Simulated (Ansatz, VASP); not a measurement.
## One calculation of Rh, two programs

The input POSCAR:

```
Rh
1.0
    1.3441500000      2.3281360000      0.0000000000
   -1.3441500000      2.3281360000      0.0000000000
    0.0000000000      0.0000000000      4.2473390000
Rh
2
Direct
    0.3333300000      0.3333400000      0.2500000000
    0.6666600000      0.6666700000      0.7500000000
```

The input INCAR.step1:

```
SYSTEM = Rh
ALGO     = Normal         ! electronic algorithm
EDIFF    = 1E-5           ! SCF threshold, eV
ENCUT    = 580            ! plane-wave cutoff, eV
GGA      = PE             ! functional
GGA_COMPAT= .FALSE.      
ISMEAR   = 0              ! smearing method
LASPH    = .TRUE.         ! aspherical terms in the spheres
LCHARG   = .FALSE.        ! write CHGCAR
LREAL    = .FALSE.        ! projectors in reciprocal space
LWAVE    = .TRUE.         ! write WAVECAR
NBANDS   = 24             ! bands
NELM     = 120            ! most SCF steps
PREC     = Accurate       ! precision mode
SIGMA    = 0.15           ! smearing width, eV
```

File INCAR.step2:

```
SYSTEM = Rh
ALGO     = Normal         ! electronic algorithm
EDIFF    = 1E-6           ! SCF threshold, eV
ENCUT    = 580            ! plane-wave cutoff, eV
GGA_COMPAT= .FALSE.      
ISIF     = 2              ! what is computed and relaxed
ISMEAR   = 0              ! smearing method
ISTART   = 1            
LASPH    = .TRUE.         ! aspherical terms in the spheres
LCHARG   = .TRUE.         ! write CHGCAR
LELF     = .TRUE.         ! ELF
LMIXTAU  = .TRUE.       
LREAL    = .FALSE.        ! projectors in reciprocal space
LVHAR    = .TRUE.       
LWAVE    = .FALSE.        ! write WAVECAR
METAGGA  = R2SCAN         ! meta-GGA
NBANDS   = 24             ! bands
NELM     = 120            ! most SCF steps
PREC     = Accurate       ! precision mode
SIGMA    = 0.15           ! smearing width, eV
```

KPOINTS

```
k-points
0
G
  8 8 4
  0 0 0
```

Input for Ansatz:

```yaml
crystal:
  lattice:
    - [1.34415, 2.328136, 0.0]
    - [-1.34415, 2.328136, 0.0]
    - [0.0, 0.0, 4.247339]
  atoms:
    - { symbol: Rh, position: [0.33333, 0.33334, 0.25] }
    - { symbol: Rh, position: [0.66666, 0.66667, 0.75] }
  symmetry: { tolerance: 0.0003 }
kpoints:
  mp_grid: { grid: [8, 8, 4], shift: [0, 0, 0] }
magnetization:
  spin_polarized: false
scf:
  occupations: { method: gaussian, width: 0.15 }
hamiltonian:
  pseudopotentials: { kind: paw }
  xc: r2scan
basis:
  ecutwfc: 500
output:
  forces: true
  stress: true
  eigenvalues: true
```

Alike in both runs: task single point; functional r2SCAN; k mesh 8 × 8 × 4; occupations gaussian, width 0.15 eV; no spin polarisation.

|  | VASP | Ansatz |
| --- | --- | --- |
| version | VASP 6.6.1 | Ansatz 0.2.0 |
| potentials or method | VASP PAW PBE potentials, release 64 (Rh_sv_GW), cutoff 580 eV | PAW plane waves |
| valence electrons in the cell | 34 | 34 |

VASP gave:

* gap on the k mesh at the Fermi level (eV): none
* pressure (GPa): 9.5
* traceless stress, the component that is largest in VASP (GPa): 3.40

Problem. Estimate Ansatz's values.

Solution. gap on the k mesh at the Fermi level (eV): none; pressure (GPa): 11.1; traceless stress, the component that is largest in VASP (GPa): 3.42.

VASP's potentials were made for PBE, not for r2SCAN. A gap of «none» marks a metal or a gap that the smearing closes. Ansatz's warnings: structure snapped to symmetry.

The k mesh is coarse, so the values compare programs but aren't converged.
